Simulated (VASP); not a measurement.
Set up this calculation in VASP 6.6.1, as the native input.

```yaml
Task: single point
Functional: r2SCAN
Potentials_or_basis: VASP PAW PBE potentials, release 64 (Pb_d, F)
Cutoff: 520 eV
k_mesh: 6 × 6 × 6
Occupations: gaussian, width 0.01 eV
Spin: no spin polarisation
Dipole_correction: no
Further_INCAR_settings: ALGO = Normal; EDIFF = 1e-06; NBANDS = 21
```

PbF2 (Fluorocronite):

```
CELL_PARAMETERS angstrom
0.00000 2.94581 2.94581
2.94581 0.00000 2.94581
2.94581 2.94581 0.00000
ATOMIC_POSITIONS crystal
Pb 0.00000 0.00000 0.00000
F 0.25000 0.25000 0.25000
F 0.75000 0.75000 0.75000
```

One way to write it, as run:

POSCAR

```
PbF2
1.0
    0.0000000000      2.9458082805      2.9458082805
    2.9458082805      0.0000000000      2.9458082805
    2.9458082805      2.9458082805      0.0000000000
Pb F
1 2
Direct
    0.0000000000      0.0000000000      0.0000000000
    0.2500000000      0.2500000000      0.2500000000
    0.7500000000      0.7500000000      0.7500000000
```

INCAR.step1

```
  ALGO = Normal
  EDIFF = 1E-4
  ENCUT = 520
  GGA = PE
  ISMEAR = 0
  LASPH = T
  LCHARG = F
  LREAL = F
  LWAVE = T
  NBANDS = 21
  NELM = 60
  PREC = Accurate
  SIGMA = 0.01
```

INCAR.step2

```
  ALGO = Normal
  EDIFF = 1E-6
  ENCUT = 520
  ISIF = 2
  ISMEAR = 0
  ISTART = 1
  LASPH = T
  LCHARG = T
  LELF = T
  LMIXTAU = T
  LREAL = F
  LVHAR = T
  LWAVE = F
  METAGGA = R2SCAN
  NBANDS = 21
  NELM = 60
  PREC = Accurate
  SIGMA = 0.01
```

KPOINTS

```
k-points
0
Gamma
  6 6 6
```

Potentials or basis: VASP PAW PBE potentials, release 64 (Pb_d, F).

Run with:

```sh
$ cat potpaw_PBE.64/Pb_d/POTCAR potpaw_PBE.64/F/POTCAR > POTCAR
$ cp INCAR.step1 INCAR
$ mpirun -np 1 vasp_std > vasp.out
$ cp INCAR.step2 INCAR
$ mpirun -np 1 vasp_std > vasp.out
```

It gave:

The pressure is 1.1 GPa and the band gap on the k mesh is 4.96 eV, indirect (least direct gap 5.07 eV).

Caveat: the PAW data sets were made with another functional, which shifts forces and pressure a little; spin-orbit coupling is left out, which moves the levels of the heavy elements.

Wall time 28 s on 1 thread of Intel(R) Xeon(R) 6975P-C (Granite Rapids) (shared host), peak memory 0.18 GiB.
